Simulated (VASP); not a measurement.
# TaN (P1) in VASP: further runs

Runs on TaN. Level: PBEsol. Tasks: single point.

Program: VASP 6.6.1. These are calculated values, not measurements. Logs are shortened: lines on timing, memory, paths and dates and some standing lists are left out, and cuts for length are marked.

**1. The cell of the first run**

The typed cell holds 2 atoms: a = 2.938 Å, b = 2.938 Å, c = 2.883 Å, α = 90.00°, β = 90.00°, γ = 120.00°.

**2. Single point, PBEsol (atom 2 (N) moved by (+0.150, -0.300) A along [1 1 0] and z)**

The input, INCAR:

```
SYSTEM = TaN
PREC     = Accurate       ! precision mode
ENCUT    = 520            ! plane-wave cutoff, eV
EDIFF    = 1E-6           ! SCF threshold, eV
ISMEAR   = 0              ! smearing method
SIGMA    = 0.15           ! smearing width, eV
LREAL    = .False.        ! projectors in reciprocal space
LASPH    = .True.         ! aspherical terms in the spheres
NELM     = 80             ! most SCF steps
ALGO     = Normal         ! electronic algorithm
ISIF     = 2              ! what is computed and relaxed
LWAVE    = .False.        ! write WAVECAR
LCHARG   = .True.         ! write CHGCAR
GGA      = PS             ! functional
LELF     = .True.         ! ELF
LVHAR    = .True.       
NBANDS   = 15             ! bands
```

The input, KPOINTS:

```
Automatic mesh
0
Gamma
  18 18 16
  0 0 0
```

The input, POSCAR:

```
TaN
1.0
    2.9379988584      0.0000000000      0.0000000000
   -1.4689994292      2.5443816477      0.0000000000
    0.0000000000      0.0000000000      2.8830000000
Ta N
1 1
Direct
    0.3333333333      0.6666666667      0.5000000000
    0.0569446310      0.0416863631     -0.1040582726
```

Potentials or basis: VASP PAW PBE potentials, release 64 (Ta_pv, N).

Launch:

```bash
> cat potpaw_PBE.64/Ta_pv/POTCAR potpaw_PBE.64/N/POTCAR > POTCAR
> mpirun -np 1 vasp_std > vasp.out
```

OUTCAR:

```text
SYSTEM = TaN
   PREC = Accurate
   ENCUT = 520
   EDIFF = 1E-6
   ISMEAR = 0
   LREAL = .False.
   LASPH = .True.
   NELM = 80
   ISIF = 2
   GGA = PS

 ion  position               nearest neighbor table
   1  0.333  0.667  0.500-   2 1.96   2 2.02   2 2.17   2 2.36   2 2.41   2 2.53
   2  0.057  0.042  0.896-   1 1.96   1 2.02   1 2.17   1 2.36   1 2.41   1 2.53

  LATTYP: Found a hexagonal cell.
 ALAT       =     2.9379988584
 C/A-ratio  =     0.9812801635

  Lattice vectors:

 A1 = (   2.9379988584,   0.0000000000,   0.0000000000)
 A2 = (  -1.4689994292,   2.5443816477,   0.0000000000)
 A3 = (   0.0000000000,   0.0000000000,   2.8830000000)

Analysis of symmetry for initial positions (statically):
=====================================================================
 Subroutine PRICEL returns:
 Original cell was already a primitive cell.

 Routine SETGRP: Setting up the symmetry group for a
 hexagonal supercell.

 Subroutine GETGRP returns: Found  1 space group operations
 (whereof  1 operations were pure point group operations)
 out of a pool of 24 trial point group operations.

The static configuration has the point symmetry C_1 .

Analysis of symmetry for dynamics (positions and initial velocities):
=====================================================================
 Subroutine PRICEL returns:
 Original cell was already a primitive cell.

 Routine SETGRP: Setting up the symmetry group for a
 hexagonal supercell.

 Subroutine GETGRP returns: Found  1 space group operations
 (whereof  1 operations were pure point group operations)
 out of a pool of 24 trial point group operations.

The dynamic configuration has the point symmetry C_1 .

 Subroutine INISYM returns: Found  1 space group operations
 (whereof  1 operations are pure point group operations),
 and found     1 'primitive' translations

----------------------------------------------------------------------------------------

                                     Primitive cell

  volume of cell :      21.5516

  direct lattice vectors                    reciprocal lattice vectors
     2.937998858  0.000000000  0.000000000     0.340367729  0.196511400  0.000000000
    -1.468999429  2.544381648  0.000000000     0.000000000  0.393022800  0.000000000
     0.000000000  0.000000000  2.883000000     0.000000000  0.000000000  0.346860909

  length of vectors
     2.937998858  2.937998858  2.883000000     0.393022800  0.393022800  0.346860909

  position of ions in fractional coordinates (direct lattice)
     0.333333333  0.666666667  0.500000000
     0.056944631  0.041686363  0.895941727

  ion indices of the primitive-cell ions
   primitive index   ion index
                 1           1
                 2           2

----------------------------------------------------------------------------------------

 KPOINTS: Automatic mesh

Automatic generation of k-mesh.
 Grid dimensions read from file:
 generate k-points for:   18   18   16

 Generating k-lattice:

  Cartesian coordinates                     Fractional coordinates (reciprocal lattice)
     0.018909318  0.010917300  0.000000000     0.055555556 -0.000000000  0.000000000
     0.000000000  0.021834600  0.000000000     0.000000000  0.055555556  0.000000000
     0.000000000  0.000000000  0.021678807     0.000000000  0.000000000  0.062500000

  Length of vectors
     0.021834600  0.021834600  0.021678807

  Shift w.r.t. Gamma in fractional coordinates (k-lattice)
     0.000000000  0.000000000  0.000000000

 Subroutine IBZKPT returns following result:
 ===========================================

 Found   2596 irreducible k-points:

 Following reciprocal coordinates:
            Coordinates               Weight
  0.000000  0.000000  0.000000      1.000000
  0.055556  0.000000  0.000000      2.000000
  0.000000  0.055556  0.000000      2.000000
 -0.055556  0.055556  0.000000      2.000000
  0.111111  0.000000  0.000000      2.000000
  0.000000  0.111111  0.000000      2.000000
[... 16 lines left out ...]
  0.444444 -0.000000  0.000000      2.000000
  0.000000  0.444444  0.000000      2.000000
 [... further k-points ...]
   k-points           NKPTS =   2596   k-points in BZ     NKDIM =   2596   number of bands    NBANDS=     15
   number of dos      NEDOS =    301   number of ions     NIONS =      2
   total plane-waves  NPLWV =  13824
   dimension x,y,z NGX =    24 NGY =   24 NGZ =   24
   dimension x,y,z NGXF=    48 NGYF=   48 NGZF=   48
   ions per type =               1   1
   NGX,Y,Z   is equivalent  to a cutoff of  13.58, 13.58, 13.84 a.u.
   NGXF,Y,Z  is equivalent  to a cutoff of  27.16, 27.16, 27.68 a.u.
 SYSTEM =  TaN
   PREC   = accura    normal or accurate (medium, high low for compatibility)
   ISTART =      0    job   : 0-new  1-cont  2-samecut
   ICHARG =      2    charge: 1-file 2-atom 10-const
   ISPIN  =      1    spin polarized calculation?
   LNONCOLLINEAR =      F non collinear calculations
   LSORBIT =      F    spin-orbit coupling
   LASPH  =      T    aspherical Exc in radial PAW
   ENCUT  =  520.0 eV  38.22 Ry    6.18 a.u.   5.46  5.46  5.36*2*pi/ulx,y,z
   NELM   =     80;   NELMIN=  2; NELMDL= -5     # of ELM steps
   EDIFF  = 0.1E-05   stopping-criterion for ELM
   LREAL  =      F    real-space projection
   EDIFFG = 0.1E-04   stopping-criterion for IOM
   NSW    =      0    number of steps for IOM
   IBRION =     -1    ionic relax: 0-MD 1-quasi-New 2-CG
   NFREE  =      0    steps in history (QN), initial steepest desc. (CG)
   ISIF   =      2    stress and relaxation
   ISYM   =      2    0-nonsym 1-usesym 2-fastsym
   POTIM  = 0.5000    time-step for ionic-motion
   TEBEG  =    0.0;   TEEND  =   0.0 temperature during run
   PSTRESS=    0.0 pullay stress
   NELECT =      16.0000    total number of electrons
   NUPDOWN=      -1.0000    fix difference up-down
   EMIN   =  10.00;   EMAX   =-10.00  energy-range for DOS
   EFERMI =   0.00;   METHOD = LEGACY
   ISMEAR =     0;   SIGMA  =   0.15  broadening in eV -4-tet -1-fermi 0-gaus
   EFERMI_NEDOS =   21; number of points for ismear=-14 and -15
   IALGO  =     38    algorithm
   IMIX   =      4    mixing-type and parameters
     AMIX     =   0.40;   BMIX     =  1.00
     AMIX_MAG =   1.60;   BMIX_MAG =  1.00
  volume/ion in A,a.u.               =      10.78        72.72
  Fermi-wavevector in a.u.,A,eV,Ry     =   1.482366  2.801265 29.897546  2.197408
  Thomas-Fermi vector in A             =   2.596161
   LORBIT       =      0    0 simple, 1 ext, 2 COOP (PROOUT), +10 PAW based schemes
   GGA     = PS    functional components
   LHFCALC =     F    Hartree Fock is set to
   AEXX    =    0.0000 exact exchange contribution
   IVDW    =     0    specifies the selected vdW correction
   LEPSILON=     F    determine dielectric tensor
   LRPA    =     F    only Hartree local field effects (RPA)
 non-spin polarized calculation
 Gauss-broadening in eV      SIGMA  =   0.15
  energy-cutoff  :      520.00
  volume of cell :       21.55
 maximum number of plane-waves:       605
 NGX is ok and might be reduce to    24
   NGX = 11   NGY = 11   NGZ = 11

 number of electron      16.0000000 magnetization

 Free energy of the ion-electron system (eV)
  ---------------------------------------------------
  ext. energy  EPLUGINS =         0.00000000
  ---------------------------------------------------
  free energy    TOTEN  =       -22.95233178 eV

  energy without entropy =      -22.95127826  energy(sigma->0) =      -22.95180502

 E-fermi :   8.3802     XC(G=0): -13.4484

 val. band max:        8.3676960445   @ k =   0.0000   0.0000   0.3125
 cond. band min:       8.3831717026   @ k =   0.5000  -0.0000   0.5000
 fundamental gap:      0.0154756581
 Fermi energy:         8.3802089656

 k-point     1 :       0.0000    0.0000    0.0000
  band No.  band energies     occupation
      1     -26.5847      2.00000
      2     -26.3485      2.00000
      3     -26.2986      2.00000
      4      -9.6432      2.00000
      5       2.2111      2.00000
      6       2.8645      2.00000
      7       3.0994      2.00000
      8       7.1721      2.00000
      9       9.9430      0.00000
     10      10.5238      0.00000
     11      11.9084      0.00000
     12      13.4287      0.00000
     13      13.5728      0.00000
     14      19.6606      0.00000
     15      21.6725      0.00000

 k-point     2 :       0.0556    0.0000    0.0000
  band No.  band energies     occupation
      1     -26.5817      2.00000
      2     -26.3566      2.00000
      3     -26.3318      2.00000
      4      -9.5835      2.00000
      5       2.1848      2.00000
      6       2.7900      2.00000
      7       3.1411      2.00000
      8       7.1528      2.00000
      9      10.0410      0.00000
     10      10.5571      0.00000
     11      11.8525      0.00000
     12      13.4149      0.00000
     13      13.5618      0.00000
     14      19.7764      0.00000
     15      21.6729      0.00000

 k-point     3 :       0.0000    0.0556    0.0000
  band No.  band energies     occupation
      1     -26.5820      2.00000
      2     -26.3815      2.00000
      3     -26.3088      2.00000
      4      -9.5726      2.00000
      5       2.1468      2.00000
      6       2.8915      2.00000
      7       3.0873      2.00000
      8       7.1141      2.00000
      9       9.9700      0.00000
     10      10.4975      0.00000
     11      11.8667      0.00000
     12      13.4802      0.00000
     13      13.6687      0.00000
     14      19.8472      0.00000
     15      21.6728      0.00000
[... 343 lines left out ...]
 k-point    23 :       0.4444   -0.0000    0.0000
  band No.  band energies     occupation
      1     -27.3459      2.00000
      2     -26.5856      2.00000
      3     -26.4311      2.00000
      4      -7.8108      2.00000
      5       0.1957      2.00000
      6       2.9001      2.00000
      7       4.1185      2.00000
      8       5.6355      2.00000
      9      10.8524      0.00000
     10      11.6761      0.00000
     11      12.1990      0.00000
     12      13.5540      0.00000
     13      16.6457      0.00000
     14      20.0075      0.00000
     15      21.6872      0.00000

 k-point    24 :       0.0000    0.4444    0.0000
  band No.  band energies     occupation
      1     -27.4472      2.00000
      2     -26.5509      2.00000
      3     -26.4191      2.00000
      4      -7.3250      2.00000
      5      -0.3287      2.00000
      6       2.8257      2.00000
      7       3.9676      2.00000
      8       5.5894      2.00000
      9      10.7136      0.00000
     10      11.6349      0.00000
     11      12.4851      0.00000
     12      13.3702      0.00000
     13      17.0641      0.00000
     14      20.8327      0.00000
     15      21.6994      0.00000

 [... further k-points ...]
[... 5 lines left out ...]
  --------------------------------------------------------------------------------------
  -------------------------------------------------------------------------------------
  Total        1.4602813      3.2809411      2.6573961     -0.7150662     -1.4550746     -1.0681015
  in kB      108.5596851    243.9104983    197.5551526    -53.1591868   -108.1726131    -79.4044067
  external PRESSURE =     183.3417787 kB  Pullay stress =       0.0000000 kB

 VOLUME and BASIS-vectors are now :
 -----------------------------------------------------------------------------
  energy-cutoff  :      520.00
  volume of cell :       21.55
      direct lattice vectors                 reciprocal lattice vectors
     2.937998858  0.000000000  0.000000000     0.340367729  0.196511400  0.000000000
    -1.468999429  2.544381648  0.000000000     0.000000000  0.393022800  0.000000000
     0.000000000  0.000000000  2.883000000     0.000000000  0.000000000  0.346860909

 POSITION                                       TOTAL-FORCE (eV/Angst)
 -----------------------------------------------------------------------------------
     -0.00000      1.69625      1.44150         1.379573      1.723606     -4.959549
      0.10607      0.10607      2.58300        -1.379573     -1.723606      4.959549
 -----------------------------------------------------------------------------------
    total drift:                                0.000012     -0.000070      0.000493

  FREE ENERGIE OF THE ION-ELECTRON SYSTEM (eV)
  ---------------------------------------------------
  free  energy   TOTEN  =       -22.9523317786 eV

  energy  without entropy=      -22.9512782561  energy(sigma->0) =      -22.95180502
```

It took 5 min on 1 thread of Intel Xeon Platinum 8488C (Sapphire Rapids), shared host; peak memory 0.89 GiB.

Results:

```
Free energy            : -22.9523 eV
Pressure               : 18.3 GPa
Largest force          : 5.429 eV/Å
Band gap on the k mesh : zero (bands 8 and 9 overlap by 0.14 eV)
```

Forces on the atoms (eV/Å):
```
Ta   1.380  1.724 -4.960
N   -1.380 -1.724  4.960
```

Stress tensor (GPa, compression positive):
```
 10.86  -5.32  -7.94
 -5.32  24.39 -10.82
 -7.94 -10.82  19.76
```

Levels at points of the mesh, in eV from the Fermi level:
```csv
k point,band 5,band 6,band 7,band 8,band 9,band 10,band 11,band 12
"(0.00, 0.00, 0.00)",-6.17,-5.52,-5.28,-1.21,1.56,2.14,3.53,5.05
"(0.50, 0.00, 0.00)",-8.20,-5.54,-4.25,-2.81,2.73,3.37,3.62,5.24
"(0.00, 0.50, 0.00)",-8.75,-5.65,-4.43,-2.79,2.83,3.34,3.73,4.99
"(0.50, 0.50, 0.00)",-8.62,-5.66,-4.66,-2.43,2.70,3.37,3.78,5.13
"(0.00, 0.00, 0.50)",-9.57,-5.42,-4.28,-0.21,0.05,2.12,3.25,5.00
"(0.50, 0.00, 0.50)",-8.49,-6.57,-6.48,0.00,3.67,4.72,5.85,7.81
"(0.00, 0.50, 0.50)",-7.77,-5.90,-5.68,-0.90,3.38,4.95,5.85,6.51
"(0.50, 0.50, 0.50)",-7.93,-6.09,-5.76,-0.71,3.13,4.99,5.85,6.73
```

Caveat: the cell differs from its parent crystal (atom 2 (N) moved by (+0.150, -0.300) A along [1 1 0] and z); the stress differs along the axes, from 11 to 24 GPa; the PAW data sets were made with another functional, which shifts forces and pressure a little; spin-orbit coupling is left out, which moves the levels of the heavy elements.

**3. Single point, PBEsol (atom 2 (N) moved by (+0.300, -0.150) A along [1 1 0] and z)**

The input, INCAR:

```
PREC     = Accurate       # precision mode
ENCUT    = 520            # plane-wave cutoff, eV
EDIFF    = 1E-6           # SCF threshold, eV
ISMEAR   = 0              # smearing method
SIGMA    = 0.15           # smearing width, eV
LREAL    = False          # projectors in reciprocal space
LASPH    = True           # aspherical terms in the spheres
NELM     = 80             # most SCF steps
ALGO     = Normal         # electronic algorithm
ISIF     = 2              # what is computed and relaxed
LWAVE    = False          # write WAVECAR
LCHARG   = False          # write CHGCAR
GGA      = PS             # functional
NBANDS   = 15             # bands
```

The input, KPOINTS:

```
regular mesh
0
Gamma
  18 18 16
```

POSCAR, as its differences from that of step 2:

```diff
@@ -9,2 +9,2 @@
     0.3333333333      0.6666666667      0.5000000000
-    0.0569446310      0.0416863631     -0.1040582726
+    0.1138892619      0.0833727262     -0.0520291363
```

Potentials or basis: VASP PAW PBE potentials, release 64 (Ta_pv, N).

Launch:

```bash
> cat potpaw_PBE.64/Ta_pv/POTCAR potpaw_PBE.64/N/POTCAR > POTCAR
> mpirun -np 1 vasp_std > vasp.out
```

Wall time 4.8 min (1 thread of Intel Xeon Platinum 8488C (Sapphire Rapids), shared host); peak memory 0.89 GiB.

It converged, with:

```
Free energy            : -23.0944 eV
Pressure               : 11.7 GPa
Largest force          : 4.274 eV/Å
Band gap on the k mesh : zero (bands 8 and 9 overlap by 0.85 eV)
```

Forces on the atoms (eV/Å):
```
Ta   1.917  2.810 -2.587
N   -1.917 -2.810  2.587
```

Stress tensor (GPa, compression positive):
```
  2.44  -3.20  -5.52
 -3.20  14.46 -11.24
 -5.52 -11.24  18.18
```

Levels at points of the mesh, in eV from the Fermi level:
| k point | band 5 | band 6 | band 7 | band 8 | band 9 | band 10 | band 11 | band 12 |
| --- | --- | --- | --- | --- | --- | --- | --- | --- |
| (0.00, 0.00, 0.00) | -5.55 | -4.94 | -4.42 | -2.37 | 0.69 | 1.85 | 3.89 | 4.05 |
| (0.50, 0.00, 0.00) | -7.85 | -5.14 | -4.15 | -2.87 | 2.31 | 3.15 | 4.01 | 5.19 |
| (0.00, 0.50, 0.00) | -9.14 | -6.16 | -5.15 | -1.86 | 2.81 | 3.50 | 5.10 | 5.54 |
| (0.50, 0.50, 0.00) | -8.86 | -6.02 | -5.62 | -1.14 | 2.52 | 3.56 | 5.08 | 5.62 |
| (0.00, 0.00, 0.50) | -9.64 | -5.64 | -2.93 | -0.68 | -0.19 | 0.96 | 3.08 | 5.85 |
| (0.50, 0.00, 0.50) | -8.50 | -7.35 | -6.76 | 0.64 | 3.83 | 5.00 | 5.70 | 7.92 |
| (0.00, 0.50, 0.50) | -7.02 | -5.76 | -5.31 | -1.50 | 2.79 | 5.08 | 5.81 | 6.71 |
| (0.50, 0.50, 0.50) | -7.24 | -6.13 | -5.25 | -1.24 | 2.23 | 5.04 | 5.78 | 6.86 |

Caveat: the cell differs from its parent crystal (atom 2 (N) moved by (+0.300, -0.150) A along [1 1 0] and z); the stress differs along the axes, from 2 to 18 GPa; the PAW data sets were made with another functional, which shifts forces and pressure a little; spin-orbit coupling is left out, which moves the levels of the heavy elements.
